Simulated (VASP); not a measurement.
Write the native input for VASP 6.6.1 that does the following.

```yaml
Task: single point
Functional: PBE
Potentials_or_basis: VASP PAW PBE potentials, release 64 (Tl_d, Ga_d)
Cutoff: 520 eV
k_mesh: 6 × 6 × 6
Occupations: gaussian, width 0.1 eV
Spin: no spin polarisation
Dipole_correction: no
Further_INCAR_settings: ALGO = Normal; EDIFF = 1e-06; NBANDS = 26
```

The structure of Tl2Ga lies in POSCAR:

```
Tl2Ga
1.0
    5.4958992358      0.0000000000      0.0000000000
   -2.7479496179      4.7595883548      0.0000000000
    0.0000000000      0.0000000000      3.2244712572
Tl Ga
2 1
Direct
    0.3333333333      0.6666666667      0.5000000000
    0.6666666667      0.3333333333      0.5000000000
    0.0000000000      0.0000000000      0.0000000000
```

One way to write it, as run:

INCAR

```
PREC = Accurate
ENCUT = 520
EDIFF = 1E-6
ISMEAR = 0
SIGMA = 0.1
LREAL = False
LASPH = True
NELM = 80
ALGO = Normal
ISIF = 2
LWAVE = False
LCHARG = False
GGA = PE
NBANDS = 26
```

KPOINTS

```
Automatic mesh
0
Gamma
  6 6 6
```

Potentials or basis: VASP PAW PBE potentials, release 64 (Tl_d, Ga_d).

Launch:

```sh
$ cat potpaw_PBE.64/Tl_d/POTCAR potpaw_PBE.64/Ga_d/POTCAR > POTCAR
$ mpirun -np 1 vasp_std > vasp.out
```

It gave:

```
Pressure               : 0.1 GPa
Band gap on the k mesh : zero (an odd number of electrons rules out a gap without spin polarisation)
```

Caveat: spin-orbit coupling is left out, which moves the levels of the heavy elements.

Wall time 18 s on 1 thread of Intel(R) Xeon(R) 6975P-C (Granite Rapids), with other jobs on the host, peak memory 0.22 GiB.
